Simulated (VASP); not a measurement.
# SnSe in VASP: single point with r2SCAN

Aim: the single point of SnSe with r2SCAN.

Everything below comes from runs of VASP 6.6.1. Logs are shortened: lines on timing, memory, paths and dates and some standing lists are left out, and cuts for length are marked.

## 1. The cell of the first run

The cell holds a slab with vacuum, 4 atoms: a = 4.285 Å, b = 4.285 Å, c = 10.991 Å, α = 89.14°, β = 90.00°, γ = 90.00°.

## 2. Single point, r2SCAN (strain +0.0150 x Voigt [0, 0, 0, 1, 0, 0])

POSCAR

```
SnSe
1.0
    4.2853274191      0.0000000000      0.0000000000
    0.0000000000      4.2853274191      0.0321399556
    0.0000000000      0.0824301910     10.9906921300
Sn Se
2 2
Direct
    0.5000000000      0.0000000000      0.3722291100
    0.0000000000      0.5000000000      0.6277708900
    0.5000000000      0.0000000000      0.6160394900
    0.0000000000      0.5000000000      0.3839605100
```

INCAR.step1

```
SYSTEM = SnSe
PREC = Accurate
ENCUT = 520
ISMEAR = 0
SIGMA = 0.05
LREAL = .False.
LASPH = .True.
NELM = 100
NBANDS = 28
GGA = PE
ALGO = Normal
EDIFF = 1E-4
LWAVE = .True.
LCHARG = .False.
```

INCAR.step2

```
SYSTEM = SnSe
PREC = Accurate
ENCUT = 520
EDIFF = 1E-6
ISMEAR = 0
SIGMA = 0.05
LREAL = .False.
LASPH = .True.
NELM = 100
ALGO = Normal
ISIF = 2
LWAVE = .False.
LCHARG = .False.
METAGGA = R2SCAN
LMIXTAU = .True.
NBANDS = 28
ISTART = 1
```

KPOINTS

```
Automatic mesh
0
Gamma
  6 6 4
  0 0 0
```

Potentials or basis: VASP PAW PBE potentials, release 64 (Sn_d, Se).

On the command line:

```bash
cat potpaw_PBE.64/Sn_d/POTCAR potpaw_PBE.64/Se/POTCAR > POTCAR
cp INCAR.step1 INCAR
mpirun -np 1 vasp_std > vasp.out
cp INCAR.step2 INCAR
mpirun -np 1 vasp_std > vasp.out
```

OUTCAR:

```text
SYSTEM = SnSe
   PREC = Accurate
   ENCUT = 520
   EDIFF = 1E-6
   ISMEAR = 0
   LREAL = .False.
   LASPH = .True.
   NELM = 100
   ISIF = 2
   METAGGA = R2SCAN
   ISTART = 1

 ion  position               nearest neighbor table
   1  0.500  0.000  0.372-   3 2.68   4 3.03   4 3.03   4 3.03   4 3.03
   2  0.000  0.500  0.628-   4 2.68   3 3.03   3 3.03   3 3.03   3 3.03
   3  0.500  0.000  0.616-   1 2.68   2 3.03   2 3.03   2 3.03   2 3.03
   4  0.000  0.500  0.384-   2 2.68   1 3.03   1 3.03   1 3.03   1 3.03

  LATTYP: Found a simple monoclinic cell.
 ALAT       =     4.2854479422
 B/A-ratio  =     0.9999718762
 C/A-ratio  =     2.5647263453
 COS(beta)  =    -0.0149991563

  Lattice vectors:

 A1 = (   0.0000000000,   4.2853274191,   0.0321399556)
 A2 = (   4.2853274191,   0.0000000000,   0.0000000000)
 A3 = (   0.0000000000,  -0.0824301910, -10.9906921300)

Analysis of symmetry for initial positions (statically):
=====================================================================
 Subroutine PRICEL returns:
 Original cell was already a primitive cell.

 Routine SETGRP: Setting up the symmetry group for a
 simple monoclinic supercell.

 Subroutine GETGRP returns: Found  4 space group operations
 (whereof  2 operations were pure point group operations)
 out of a pool of  4 trial point group operations.

The static configuration has the point symmetry C_1h.
 The point group associated with its full space group is C_2h.

Analysis of symmetry for dynamics (positions and initial velocities):
=====================================================================
 Subroutine PRICEL returns:
 Original cell was already a primitive cell.

 Routine SETGRP: Setting up the symmetry group for a
 simple monoclinic supercell.

 Subroutine GETGRP returns: Found  4 space group operations
 (whereof  2 operations were pure point group operations)
 out of a pool of  4 trial point group operations.

The dynamic configuration has the point symmetry C_1h.
 The point group associated with its full space group is C_2h.

 Subroutine INISYM returns: Found  4 space group operations
 (whereof  2 operations are pure point group operations),
 and found     1 'primitive' translations

----------------------------------------------------------------------------------------

                                     Primitive cell

  volume of cell :     201.8221

  direct lattice vectors                    reciprocal lattice vectors
     4.285327419  0.000000000  0.000000000     0.233354398  0.000000000  0.000000000
     0.000000000  4.285327419  0.032139956     0.000000000  0.233367525 -0.001750256
     0.000000000  0.082430191 10.990692130     0.000000000 -0.000682434  0.090991199

  length of vectors
     4.285327419  4.285447942 10.991001239     0.233354398  0.233374088  0.090993758

  position of ions in fractional coordinates (direct lattice)
     0.500000000  0.000000000  0.372229110
     0.000000000  0.500000000  0.627770890
     0.500000000  0.000000000  0.616039490
     0.000000000  0.500000000  0.383960510

  ion indices of the primitive-cell ions
   primitive index   ion index
                 1           1
                 2           2
                 3           3
                 4           4

----------------------------------------------------------------------------------------

 KPOINTS: Automatic mesh

Automatic generation of k-mesh.
 Grid dimensions read from file:
 generate k-points for:    6    6    4

 Generating k-lattice:

  Cartesian coordinates                     Fractional coordinates (reciprocal lattice)
     0.038892400  0.000000000  0.000000000     0.166666667  0.000000000  0.000000000
     0.000000000  0.038894587 -0.000291709     0.000000000  0.166666667 -0.000000000
     0.000000000 -0.000170608  0.022747800     0.000000000  0.000000000  0.250000000

  Length of vectors
     0.038892400  0.038895681  0.022748439

  Shift w.r.t. Gamma in fractional coordinates (k-lattice)
     0.000000000  0.000000000  0.000000000

 Subroutine IBZKPT returns following result:
 ===========================================

 Found     56 irreducible k-points:

 Following reciprocal coordinates:
            Coordinates               Weight
  0.000000  0.000000  0.000000      1.000000
  0.166667  0.000000  0.000000      2.000000
  0.333333  0.000000  0.000000      2.000000
  0.500000  0.000000  0.000000      1.000000
  0.000000  0.166667  0.000000      2.000000
  0.166667  0.166667  0.000000      4.000000
[... 16 lines left out ...]
  0.333333  0.166667  0.250000      4.000000
  0.500000  0.166667  0.250000      2.000000
 [... further k-points ...]
   k-points           NKPTS =     56   k-points in BZ     NKDIM =     56   number of bands    NBANDS=     28
   number of dos      NEDOS =    301   number of ions     NIONS =      4
   total plane-waves  NPLWV =  86016
   dimension x,y,z NGX =    32 NGY =   32 NGZ =   84
   dimension x,y,z NGXF=    64 NGYF=   64 NGZF=  168
   ions per type =               2   2
   NGX,Y,Z   is equivalent  to a cutoff of  12.41, 12.41, 12.71 a.u.
   NGXF,Y,Z  is equivalent  to a cutoff of  24.83, 24.83, 25.41 a.u.
 SYSTEM =  SnSe
   PREC   = accura    normal or accurate (medium, high low for compatibility)
   ISTART =      1    job   : 0-new  1-cont  2-samecut
   ICHARG =      0    charge: 1-file 2-atom 10-const
   ISPIN  =      1    spin polarized calculation?
   LNONCOLLINEAR =      F non collinear calculations
   LSORBIT =      F    spin-orbit coupling
   LASPH  =      T    aspherical Exc in radial PAW
   ENCUT  =  520.0 eV  38.22 Ry    6.18 a.u.   7.97  7.97 20.44*2*pi/ulx,y,z
   NELM   =    100;   NELMIN=  2; NELMDL=  0     # of ELM steps
   EDIFF  = 0.1E-05   stopping-criterion for ELM
   LREAL  =      F    real-space projection
   EDIFFG = 0.1E-04   stopping-criterion for IOM
   NSW    =      0    number of steps for IOM
   IBRION =     -1    ionic relax: 0-MD 1-quasi-New 2-CG
   NFREE  =      0    steps in history (QN), initial steepest desc. (CG)
   ISIF   =      2    stress and relaxation
   ISYM   =      2    0-nonsym 1-usesym 2-fastsym
   POTIM  = 0.5000    time-step for ionic-motion
   TEBEG  =    0.0;   TEEND  =   0.0 temperature during run
   PSTRESS=    0.0 pullay stress
   NELECT =      40.0000    total number of electrons
   NUPDOWN=      -1.0000    fix difference up-down
   EMIN   =  10.00;   EMAX   =-10.00  energy-range for DOS
   EFERMI =   0.00;   METHOD = LEGACY
   ISMEAR =     0;   SIGMA  =   0.05  broadening in eV -4-tet -1-fermi 0-gaus
   EFERMI_NEDOS =   21; number of points for ismear=-14 and -15
   IALGO  =     38    algorithm
   IMIX   =      4    mixing-type and parameters
     AMIX     =   0.40;   BMIX     =  1.00
     AMIX_MAG =   1.60;   BMIX_MAG =  1.00
  volume/ion in A,a.u.               =      50.46       340.49
  Fermi-wavevector in a.u.,A,eV,Ry     =   0.954491  1.803727 12.395636  0.911054
  Thomas-Fermi vector in A             =   2.083243
   LORBIT       =      0    0 simple, 1 ext, 2 COOP (PROOUT), +10 PAW based schemes
   METAGGA = R2SCAN    functional components
   LHFCALC =     F    Hartree Fock is set to
   AEXX    =    0.0000 exact exchange contribution
   IVDW    =     0    specifies the selected vdW correction
   LEPSILON=     F    determine dielectric tensor
   LRPA    =     F    only Hartree local field effects (RPA)
 non-spin polarized calculation
 Gauss-broadening in eV      SIGMA  =   0.05
  energy-cutoff  :      520.00
  volume of cell :      201.82
 maximum number of plane-waves:      5484
 NGX is ok and might be reduce to    32
   NGX = 15   NGY = 15   NGZ = 41

 number of electron      40.0000022 magnetization

 Free energy of the ion-electron system (eV)
  ---------------------------------------------------
  ext. energy  EPLUGINS =         0.00000000
  ---------------------------------------------------
  free energy    TOTEN  =       -79.57104221 eV

  energy without entropy =      -79.57104221  energy(sigma->0) =      -79.57104221

 E-fermi :   0.7217     XC(G=0):  -6.2083

 val. band max:        0.4573325968   @ k =   0.3333   0.0000   0.5000
 cond. band min:       2.2275619718   @ k =   0.3333   0.0000   0.5000
 fundamental gap:      1.7702293750
 Fermi energy:         0.7216666891

 k-point     1 :       0.0000    0.0000    0.0000
  band No.  band energies     occupation
      1     -21.3181      2.00000
      2     -21.3137      2.00000
      3     -21.3127      2.00000
      4     -21.3066      2.00000
      5     -21.2926      2.00000
      6     -21.2606      2.00000
[... 20 lines left out ...]
     27       6.6203      0.00000
     28       6.6259      0.00000

 k-point     2 :       0.1667    0.0000    0.0000
  band No.  band energies     occupation
      1     -21.3155      2.00000
      2     -21.3154      2.00000
      3     -21.3108      2.00000
      4     -21.3093      2.00000
      5     -21.2887      2.00000
      6     -21.2610      2.00000
[... 20 lines left out ...]
     27       6.2146      0.00000
     28       6.2243      0.00000

 k-point     3 :       0.3333    0.0000    0.0000
  band No.  band energies     occupation
      1     -21.3184      2.00000
      2     -21.3150      2.00000
      3     -21.3105      2.00000
      4     -21.3076      2.00000
      5     -21.2790      2.00000
      6     -21.2633      2.00000
[... 20 lines left out ...]
     27       5.8793      0.00000
     28       7.5085      0.00000

 k-point     4 :       0.5000    0.0000    0.0000
  band No.  band energies     occupation
      1     -21.3188      2.00000
      2     -21.3188      2.00000
      3     -21.3072      2.00000
      4     -21.3072      2.00000
      5     -21.2692      2.00000
      6     -21.2692      2.00000
[... 578 lines left out ...]
     27       6.0128      0.00000
     28       7.2487      0.00000

 k-point    23 :       0.3333    0.1667    0.2500
  band No.  band energies     occupation
      1     -21.3221      2.00000
      2     -21.3200      2.00000
      3     -21.3075      2.00000
      4     -21.3051      2.00000
      5     -21.2753      2.00000
      6     -21.2627      2.00000
[... 20 lines left out ...]
     27       6.2917      0.00000
     28       6.9323      0.00000

 k-point    24 :       0.5000    0.1667    0.2500
  band No.  band energies     occupation
      1     -21.3237      2.00000
      2     -21.3237      2.00000
      3     -21.3042      2.00000
      4     -21.3042      2.00000
      5     -21.2672      2.00000
      6     -21.2672      2.00000
[... 20 lines left out ...]
     27       6.9295      0.00000
     28       6.9295      0.00000

 [... further k-points ...]
[... 5 lines left out ...]
  --------------------------------------------------------------------------------------
  -------------------------------------------------------------------------------------
  Total        0.0350160      0.0323218      0.0075070      0.0000000     -0.1488535      0.0000000
  in kB        0.2779766      0.2565886      0.0595951      0.0000000     -1.1816831      0.0000000
  external PRESSURE =       0.1980534 kB  Pullay stress =       0.0000000 kB

 VOLUME and BASIS-vectors are now :
 -----------------------------------------------------------------------------
  energy-cutoff  :      520.00
  volume of cell :      201.82
      direct lattice vectors                 reciprocal lattice vectors
     4.285327419  0.000000000  0.000000000     0.233354398  0.000000000  0.000000000
     0.000000000  4.285327419  0.032139956     0.000000000  0.233367525 -0.001750256
     0.000000000  0.082430191 10.990692130     0.000000000 -0.000682434  0.090991199

 POSITION                                       TOTAL-FORCE (eV/Angst)
 -----------------------------------------------------------------------------------
      2.14266      0.03068      4.09106         0.000000      0.006463     -0.017372
      0.00000      2.19441      6.91571         0.000000     -0.006463      0.017372
      2.14266      0.05078      6.77070         0.000000     -0.052310      0.000036
      0.00000      2.17431      4.23606         0.000000      0.052310     -0.000036
 -----------------------------------------------------------------------------------
    total drift:                                0.000000      0.000000      0.000000

  FREE ENERGIE OF THE ION-ELECTRON SYSTEM (eV)
  ---------------------------------------------------
  free  energy   TOTEN  =       -79.5710422112 eV

  energy  without entropy=      -79.5710422112  energy(sigma->0) =      -79.57104221
```

It took 8.7 min on 1 thread of Intel Xeon 6975P-C (Granite Rapids), shared host; peak memory 0.49 GiB.

Results:

```yaml
Free_energy: -79.5710 eV
Largest_force: 0.052 eV/Å
Band_gap_on_the_k_mesh: 1.77 eV
```

Forces on the atoms (eV/Å):
```
Sn   0.000  0.006 -0.017
Sn   0.000 -0.006  0.017
Se   0.000 -0.052  0.000
Se   0.000  0.052  0.000
```

Levels at points of the mesh, in eV from the valence-band top:
| k point | band 18 | band 19 | band 20 | band 21 | band 22 | band 23 |
| --- | --- | --- | --- | --- | --- | --- |
| (0.00, 0.00, 0.00) | -1.81 | -1.81 | -0.30 | 1.91 | 4.19 | 4.22 |
| (0.50, 0.00, 0.00) | -1.63 | -0.14 | -0.14 | 1.83 | 1.83 | 2.32 |
| (0.00, 0.50, 0.00) | -1.62 | -0.15 | -0.13 | 1.83 | 1.84 | 2.30 |
| (0.50, 0.50, 0.00) | -3.32 | -1.77 | -1.77 | 4.01 | 4.01 | 5.18 |
| (0.00, 0.00, 0.50) | -1.81 | -1.81 | -0.30 | 1.77 | 4.23 | 4.77 |
| (0.50, 0.00, 0.50) | -1.63 | -0.14 | -0.14 | 1.84 | 1.84 | 2.32 |
| (0.00, 0.50, 0.50) | -1.62 | -0.15 | -0.13 | 1.83 | 1.85 | 2.30 |
| (0.50, 0.50, 0.50) | -3.32 | -1.77 | -1.77 | 3.98 | 3.98 | 5.24 |

Caveat: the cell differs from its parent crystal (strain +0.0150 x Voigt [0, 0, 0, 1, 0, 0]); the PAW data sets were made with another functional, which shifts forces and pressure a little; spin-orbit coupling is left out, which moves the levels of the heavy elements.
